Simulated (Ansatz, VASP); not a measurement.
**Two plane-wave programs on Ta2Br**

Contents of INCAR:

```
SYSTEM = Ta2Br
  PREC = Accurate
  ENCUT = 600
  EDIFF = 1E-6
  ISMEAR = 0
  SIGMA = 0.1
  LREAL = .False.
  LASPH = .True.
  NELM = 60
  ALGO = Normal
  ISIF = 3
  LWAVE = .False.
  LCHARG = .False.
  GGA = PE
  IBRION = 2
  NSW = 100
  EDIFFG = -0.01
```

File KPOINTS:

```
regular mesh
0
Gamma
  8 8 8
  0 0 0
```

File POSCAR:

```
Ta2Br
1.0
    0.0000000000      3.9907766203      3.9907766203
    3.9907766203      0.0000000000      3.9907766203
    3.9907766203      3.9907766203      0.0000000000
Ta Br
4 2
Direct
    0.6250000000      0.6250000000      0.6250000000
    0.1250000000      0.6250000000      0.6250000000
    0.6250000000      0.6250000000      0.1250000000
    0.6250000000      0.1250000000      0.6250000000
    0.0000000000      0.0000000000      0.0000000000
    0.2500000000      0.2500000000      0.2500000000
```

Input for Ansatz:

```yaml
crystal:
  lattice:
    - [0.0, 3.9907766203, 3.9907766203]
    - [3.9907766203, 0.0, 3.9907766203]
    - [3.9907766203, 3.9907766203, 0.0]
  atoms:
    - { symbol: Ta, position: [0.625, 0.625, 0.625] }
    - { symbol: Ta, position: [0.125, 0.625, 0.625] }
    - { symbol: Ta, position: [0.625, 0.625, 0.125] }
    - { symbol: Ta, position: [0.625, 0.125, 0.625] }
    - { symbol: Br, position: [0.0, 0.0, 0.0] }
    - { symbol: Br, position: [0.25, 0.25, 0.25] }
basis:
  ecutwfc: 420
kpoints:
  mp_grid: { grid: [8, 8, 8] }
hamiltonian:
  xc: pbe
scf:
  occupations: { method: gaussian, width: 0.1 }
output:
  forces: true
  stress: true
  eigenvalues: true
relax:
  adjacent_minimum: "off"
  f_tol: 0.01
  max_steps: 80
  cell: { stress_tol: 0.05 }
```

Alike in both runs: task relaxation of cell and atoms; functional PBE; k mesh 8 × 8 × 8; occupations gaussian, width 0.1 eV; no spin polarisation.

|  | VASP | Ansatz |
| --- | --- | --- |
| version | VASP 6.6.1 | Ansatz 0.2.0 |
| potentials or method | VASP PAW PBE potentials, release 64 (Ta_pv, Br), cutoff 600 eV | scalar-relativistic, plane waves, PAW |
| valence electrons in the cell | 58 | 66 |

Ansatz gave:

| Item | Value |
| --- | --- |
| gap on the k mesh at the Fermi level, each at its own relaxed structure (eV) | none |
| relaxed volume (Å³/atom) | 21.45 |
| relaxed cell length with the largest relative difference (Å) | 5.668 |

Problem. Which values does VASP return?

Solution. gap on the k mesh at the Fermi level, each at its own relaxed structure (eV): none; relaxed volume (Å³/atom): 21.46; relaxed cell length with the largest relative difference (Å): 5.668.

A gap of «none» marks a metal or a gap that the smearing closes. VASP's potentials hold 58 valence electrons a cell and Ansatz's 66, so a difference there can come from the potentials and not from the codes.

Neither program's run includes spin-orbit coupling.
